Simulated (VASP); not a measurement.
# Li in VASP: a series of runs

The runs below take Li through single point, with PBE.

Everything below comes from runs of VASP 6.6.1. Logs are shortened: lines on timing, memory, paths and dates and some standing lists are left out, and cuts for length are marked.

**1. The cell of the first run**

The cell holds a slab with vacuum, 17 atoms: a = 6.980 Å, b = 6.045 Å, c = 19.403 Å, α = 90.00°, β = 90.00°, γ = 54.74°.

**2. Single point, PBE**

Input file INCAR:

```
SYSTEM = Li
PREC = Accurate
ENCUT = 520
EDIFF = 1E-7
ISMEAR = 0
SIGMA = 0.15
LREAL = Auto
LASPH = .True.
NELM = 100
ALGO = Normal
ISIF = 2
LWAVE = .False.
LCHARG = .False.
GGA = PE
NBANDS = 40
```

Input file KPOINTS:

```
regular mesh
0
Gamma
  4 5 1
  0 0 0
```

Input file POSCAR:

```
Li
1.0
    6.9800000000      0.0000000000      0.0000000000
    3.4900000000      4.9356050000      0.0000000000
    0.0000000000      0.0000000000     19.4034080000
Li
17
Direct
   -0.2499999493      0.4999998987      0.0515372866
    0.2500000507      0.4999998987      0.0515372866
   -0.2500000000      1.0000000000      0.0515372866
    0.2500000000      1.0000000000      0.0515372866
    0.0005619072     -0.0015369950      0.1665603795
    0.5028831965     -0.0045560777      0.1725559757
    0.0030988361      0.4963900069      0.1694936786
    0.5003466172      0.4981059060      0.1736324877
   -0.2314070415      0.5010662320      0.2980768121
    0.2435821069      0.4755518320      0.2995884537
   -0.2375596634      1.0126110173      0.2916709786
    0.2462262264      0.9731455414      0.2910980380
    0.0281549183     -0.0437765988      0.4205431850
    0.5169653033     -0.0292280278      0.4012191054
    0.0115995599      0.4596089031      0.4372601452
    0.5255382025      0.4614356295      0.4179733787
    0.4064713309      0.8619220947      0.5303633774
```

Potentials or basis: VASP PAW PBE potentials, release 64 (Li_sv).

On the command line:

```console
$ cat potpaw_PBE.64/Li_sv/POTCAR > POTCAR
$ mpirun -np 1 vasp_std > vasp.out
```

OUTCAR:

```text
SYSTEM = Li
   PREC = Accurate
   ENCUT = 520
   EDIFF = 1E-7
   ISMEAR = 0
   LREAL = Auto
   LASPH = .True.
   NELM = 100
   ISIF = 2
   GGA = PE

 ion  position               nearest neighbor table
   1  0.750  0.500  0.052-
   2  0.250  0.500  0.052-
   3  0.750  0.000  0.052-
   4  0.250  0.000  0.052-
   5  0.001  0.998  0.167-
   6  0.503  0.995  0.173-
[... 9 lines left out ...]
  16  0.526  0.461  0.418-
  17  0.406  0.862  0.530-

  LATTYP: Found a base centered orthorhombic cell.
 ALAT       =     6.9800000000
 B/A-ratio  =     1.4142134670
 C/A-ratio  =     2.7798578797

  Lattice vectors:

 A1 = (   3.4900000000,  -4.9356050000,   0.0000000000)
 A2 = (   3.4900000000,   4.9356050000,   0.0000000000)
 A3 = (   0.0000000000,   0.0000000000,  19.4034080000)

Analysis of symmetry for initial positions (statically):
=====================================================================
 Subroutine PRICEL returns:
 Original cell was already a primitive cell.

 Routine SETGRP: Setting up the symmetry group for a
 base centered orthorhombic supercell.

 Subroutine GETGRP returns: Found  1 space group operations
 (whereof  1 operations were pure point group operations)
 out of a pool of  8 trial point group operations.

The static configuration has the point symmetry C_1 .

Analysis of symmetry for dynamics (positions and initial velocities):
=====================================================================
 Subroutine PRICEL returns:
 Original cell was already a primitive cell.

 Routine SETGRP: Setting up the symmetry group for a
 base centered orthorhombic supercell.

 Subroutine GETGRP returns: Found  1 space group operations
 (whereof  1 operations were pure point group operations)
 out of a pool of  8 trial point group operations.

The dynamic configuration has the point symmetry C_1 .

 Subroutine INISYM returns: Found  1 space group operations
 (whereof  1 operations are pure point group operations),
 and found     1 'primitive' translations

----------------------------------------------------------------------------------------

                                     Primitive cell

  volume of cell :     668.4576

  direct lattice vectors                    reciprocal lattice vectors
     6.980000000  0.000000000  0.000000000     0.143266476 -0.101304703  0.000000000
     3.490000000  4.935605000  0.000000000     0.000000000  0.202609407  0.000000000
     0.000000000  0.000000000 19.403408000     0.000000000  0.000000000  0.051537338

  length of vectors
     6.980000000  6.044857047 19.403408000     0.175464885  0.202609407  0.051537338

  position of ions in fractional coordinates (direct lattice)
     0.750000051  0.499999899  0.051537287
     0.250000051  0.499999899  0.051537287
     0.750000000  0.000000000  0.051537287
     0.250000000  0.000000000  0.051537287
     0.000561907  0.998463005  0.166560379
     0.502883197  0.995443922  0.172555976
[... 9 lines left out ...]
     0.525538203  0.461435630  0.417973379
     0.406471331  0.861922095  0.530363377

  ion indices of the primitive-cell ions
   primitive index   ion index
                 1           1
                 2           2
                 3           3
                 4           4
                 5           5
                 6           6
[... 9 lines left out ...]
                16          16
                17          17

----------------------------------------------------------------------------------------

 KPOINTS: regular mesh

Automatic generation of k-mesh.
 Grid dimensions read from file:
 generate k-points for:    4    5    1

 Generating k-lattice:

  Cartesian coordinates                     Fractional coordinates (reciprocal lattice)
     0.035816619 -0.025326176  0.000000000     0.250000000  0.000000000  0.000000000
     0.000000000  0.040521881  0.000000000     0.000000000  0.200000000  0.000000000
     0.000000000  0.000000000  0.051537338     0.000000000  0.000000000  1.000000000

  Length of vectors
     0.043866221  0.040521881  0.051537338

  Shift w.r.t. Gamma in fractional coordinates (k-lattice)
     0.000000000  0.000000000  0.000000000

 -----------------------------------------------------------------------------
|                                                                             |
|           W    W    AA    RRRRR   N    N  II  N    N   GGGG   !!!           |
|           W    W   A  A   R    R  NN   N  II  NN   N  G    G  !!!           |
|           W    W  A    A  R    R  N N  N  II  N N  N  G       !!!           |
|           W WW W  AAAAAA  RRRRR   N  N N  II  N  N N  G  GGG   !            |
|           WW  WW  A    A  R   R   N   NN  II  N   NN  G    G                |
|           W    W  A    A  R    R  N    N  II  N    N   GGGG   !!!           |
|                                                                             |
|     Your reciprocal lattice and k-lattice belong to different lattice       |
|     classes:                                                                |
|                                                                             |
|        The reciprocal lattice is base centered orthorhombic,                |
|        whereas your k-lattice is simple monoclinic.                         |
|                                                                             |
|     Results are often still useful ...                                      |
|                                                                             |
 -----------------------------------------------------------------------------

 WARNING: IBZKPT: internal override: KBLOWUP is changed to .FALSE.
      ... skipping the blow-up phase ...

 Subroutine IBZKPT returns following result:
 ===========================================

 Found     11 irreducible k-points:

 Following reciprocal coordinates:
            Coordinates               Weight
  0.000000  0.000000  0.000000      1.000000
  0.250000  0.000000  0.000000      2.000000
  0.500000  0.000000  0.000000      1.000000
  0.000000  0.200000  0.000000      2.000000
  0.250000  0.200000  0.000000      2.000000
  0.500000  0.200000  0.000000      2.000000
 -0.250000  0.200000  0.000000      2.000000
  0.000000  0.400000  0.000000      2.000000
  0.250000  0.400000  0.000000      2.000000
  0.500000  0.400000  0.000000      2.000000
 -0.250000  0.400000  0.000000      2.000000
   k-points           NKPTS =     11   k-points in BZ     NKDIM =     11   number of bands    NBANDS=     40
   number of dos      NEDOS =    301   number of ions     NIONS =     17
   total plane-waves  NPLWV = 373248
   dimension x,y,z NGX =    54 NGY =   48 NGZ =  144
   dimension x,y,z NGXF=   108 NGYF=   96 NGZF=  288
   ions per type =              17
   NGX,Y,Z   is equivalent  to a cutoff of  12.86, 13.20, 12.34 a.u.
   NGXF,Y,Z  is equivalent  to a cutoff of  25.72, 26.40, 24.68 a.u.
 SYSTEM =  Li
   PREC   = accura    normal or accurate (medium, high low for compatibility)
   ISTART =      0    job   : 0-new  1-cont  2-samecut
   ICHARG =      2    charge: 1-file 2-atom 10-const
   ISPIN  =      1    spin polarized calculation?
   LNONCOLLINEAR =      F non collinear calculations
   LSORBIT =      F    spin-orbit coupling
   LASPH  =      T    aspherical Exc in radial PAW
   ENCUT  =  520.0 eV  38.22 Ry    6.18 a.u.  12.98 11.24 36.08*2*pi/ulx,y,z
   NELM   =    100;   NELMIN=  2; NELMDL= -5     # of ELM steps
   EDIFF  = 0.1E-06   stopping-criterion for ELM
   LREAL  =      T    real-space projection
   EDIFFG = 0.1E-05   stopping-criterion for IOM
   NSW    =      0    number of steps for IOM
   IBRION =     -1    ionic relax: 0-MD 1-quasi-New 2-CG
   NFREE  =      0    steps in history (QN), initial steepest desc. (CG)
   ISIF   =      2    stress and relaxation
   ISYM   =      2    0-nonsym 1-usesym 2-fastsym
   POTIM  = 0.5000    time-step for ionic-motion
   TEBEG  =    0.0;   TEEND  =   0.0 temperature during run
   PSTRESS=    0.0 pullay stress
   NELECT =      51.0000    total number of electrons
   NUPDOWN=      -1.0000    fix difference up-down
   EMIN   =  10.00;   EMAX   =-10.00  energy-range for DOS
   EFERMI =   0.00;   METHOD = LEGACY
   ISMEAR =     0;   SIGMA  =   0.15  broadening in eV -4-tet -1-fermi 0-gaus
   EFERMI_NEDOS =   21; number of points for ismear=-14 and -15
   IALGO  =     38    algorithm
   IMIX   =      4    mixing-type and parameters
     AMIX     =   0.40;   BMIX     =  1.00
     AMIX_MAG =   1.60;   BMIX_MAG =  1.00
  volume/ion in A,a.u.               =      39.32       265.35
  Fermi-wavevector in a.u.,A,eV,Ry     =   0.694342  1.312117  6.559521  0.482111
  Thomas-Fermi vector in A             =   1.776809
   LORBIT       =      0    0 simple, 1 ext, 2 COOP (PROOUT), +10 PAW based schemes
   GGA     = PE    functional components
   LHFCALC =     F    Hartree Fock is set to
   AEXX    =    0.0000 exact exchange contribution
   IVDW    =     0    specifies the selected vdW correction
   LEPSILON=     F    determine dielectric tensor
   LRPA    =     F    only Hartree local field effects (RPA)
 non-spin polarized calculation
 Gauss-broadening in eV      SIGMA  =   0.15
  energy-cutoff  :      520.00
  volume of cell :      668.46
 maximum number of plane-waves:     18039
 NGX is ok and might be reduce to    54
   NGX = 25   NGY = 23   NGZ = 73

 number of electron      51.0000007 magnetization

 Free energy of the ion-electron system (eV)
  ---------------------------------------------------
  ext. energy  EPLUGINS =         0.00000000
  ---------------------------------------------------
  free energy    TOTEN  =       -30.07239872 eV

  energy without entropy =      -29.97418583  energy(sigma->0) =      -30.02329227

 E-fermi :  -0.9539     XC(G=0):  -4.5654

 val. band max:       -0.9656613227   @ k =   0.0000   0.0000   0.0000
 cond. band min:      -0.9512413630   @ k =   0.0000   0.0000   0.0000
 fundamental gap:      0.0144199598
 Fermi energy:        -0.9539028204

 k-point     1 :       0.0000    0.0000    0.0000
  band No.  band energies     occupation
      1     -49.0940      2.00000
      2     -47.9816      2.00000
      3     -47.9190      2.00000
      4     -47.9115      2.00000
      5     -47.9085      2.00000
      6     -47.8983      2.00000
[... 29 lines left out ...]
     36       1.7596      0.00000
     37       1.8219      0.00000

 k-point     2 :       0.2500    0.0000    0.0000
  band No.  band energies     occupation
      1     -49.0939      2.00000
      2     -47.9816      2.00000
      3     -47.9179      2.00000
      4     -47.9124      2.00000
      5     -47.9082      2.00000
      6     -47.8987      2.00000
[... 29 lines left out ...]
     36       1.5140      0.00000
     37       1.9951      0.00000

 k-point     3 :       0.5000    0.0000    0.0000
  band No.  band energies     occupation
      1     -49.0940      2.00000
      2     -47.9816      2.00000
      3     -47.9160      2.00000
      4     -47.9143      2.00000
      5     -47.9077      2.00000
      6     -47.8992      2.00000
[... 29 lines left out ...]
     36       1.2251      0.00000
     37       1.7437      0.00000
[... 241 lines left out ...]
 k-point    10 :       0.5000    0.4000    0.0000
  band No.  band energies     occupation
      1     -49.0940      2.00000
      2     -47.9816      2.00000
      3     -47.9172      2.00000
      4     -47.9110      2.00000
      5     -47.9101      2.00000
      6     -47.8989      2.00000
[... 29 lines left out ...]
     36       1.1958      0.00000
     37       1.7985      0.00000

 k-point    11 :      -0.2500    0.4000    0.0000
  band No.  band energies     occupation
      1     -49.0940      2.00000
      2     -47.9816      2.00000
      3     -47.9155      2.00000
      4     -47.9126      2.00000
      5     -47.9095      2.00000
      6     -47.8996      2.00000
[... 29 lines left out ...]
     36       1.0788      0.00000
     37       1.4799      0.00000
 [bands above 37 left out]

------------------------ aborting loop because EDIFF is reached ----------------------------------------

  FORCE on cell =-STRESS in cart. coord.  units (eV):
  Direction    XX          YY          ZZ          XY          YZ          ZX
  --------------------------------------------------------------------------------------
  -------------------------------------------------------------------------------------
  Total       -1.9575865     -1.4080505     -0.1267624     -0.1110637      0.0700101     -0.0020952
  in kB       -4.6919969     -3.3748539     -0.3038277     -0.2662005      0.1678021     -0.0050219
  external PRESSURE =      -2.7902262 kB  Pullay stress =       0.0000000 kB

 VOLUME and BASIS-vectors are now :
 -----------------------------------------------------------------------------
  energy-cutoff  :      520.00
  volume of cell :      668.46
      direct lattice vectors                 reciprocal lattice vectors
     6.980000000  0.000000000  0.000000000     0.143266476 -0.101304703  0.000000000
     3.490000000  4.935605000  0.000000000     0.000000000  0.202609407  0.000000000
     0.000000000  0.000000000 19.403408000     0.000000000  0.000000000  0.051537338

 POSITION                                       TOTAL-FORCE (eV/Angst)
 -----------------------------------------------------------------------------------
      6.98000      2.46780      1.00000        -0.018350     -0.004226      0.011520
      3.49000      2.46780      1.00000         0.019576     -0.004121      0.003466
      5.23500      0.00000      1.00000        -0.027870      0.001730     -0.018663
      1.74500      0.00000      1.00000         0.026689      0.004469     -0.020536
      3.48856      4.92802      3.23184         0.000508      0.004162      0.007703
      6.98422      4.91312      3.34817         0.000969      0.002639      0.003867
[... 9 lines left out ...]
      5.27867      2.27746      8.11011        -0.004346     -0.013504      0.014295
      5.84528      4.25411     10.29086         0.010725      0.022317     -0.002405
 -----------------------------------------------------------------------------------
    total drift:                                0.010499      0.006286     -0.011802

  FREE ENERGIE OF THE ION-ELECTRON SYSTEM (eV)
  ---------------------------------------------------
  free  energy   TOTEN  =       -30.0723987179 eV

  energy  without entropy=      -29.9741858274  energy(sigma->0) =      -30.02329227
```

It took 7.6 min on 1 thread of AMD EPYC 9R45 (Zen 5), shared host; peak memory 0.77 GiB.

Results:

```yaml
Free_energy: -30.0724 eV
Largest_force: 0.034 eV/Å
Band_gap_on_the_k_mesh: zero (an odd number of electrons rules out a gap without spin polarisation)
```

Forces on the atoms (eV/Å):
```
Li  -0.018 -0.004  0.012
Li   0.020 -0.004  0.003
Li  -0.028  0.002 -0.019
Li   0.027  0.004 -0.021
Li   0.001  0.004  0.008
Li   0.001  0.003  0.004
Li  -0.002  0.001  0.004
Li  -0.002 -0.003  0.000
Li  -0.001 -0.016 -0.003
Li   0.003  0.021  0.001
Li   0.008 -0.008 -0.020
Li  -0.003  0.000 -0.002
Li  -0.006 -0.004  0.001
Li  -0.004 -0.001  0.026
Li  -0.002 -0.004 -0.005
Li  -0.004 -0.014  0.014
Li   0.011  0.022 -0.002
```

Levels at points of the mesh, in eV from the Fermi level:
| k point | band 22 | band 23 | band 24 | band 25 | band 26 | band 27 | band 28 | band 29 | band 30 | band 31 |
| --- | --- | --- | --- | --- | --- | --- | --- | --- | --- | --- |
| (0.00, 0.00, 0.00) | -0.04 | -0.01 | 0.00 | 0.05 | 0.15 | 0.23 | 0.24 | 0.30 | 0.34 | 0.39 |
| (0.50, 0.00, 0.00) | -1.02 | -0.87 | -0.28 | -0.16 | 0.12 | 0.25 | 0.38 | 0.40 | 1.17 | 1.21 |

Caveat: the cutoff is under 1.25 times the usual one of these potentials, so pressure, stress and relaxed cells hold a basis-set (Pulay) error.

(Continued in part 2 of 2.)
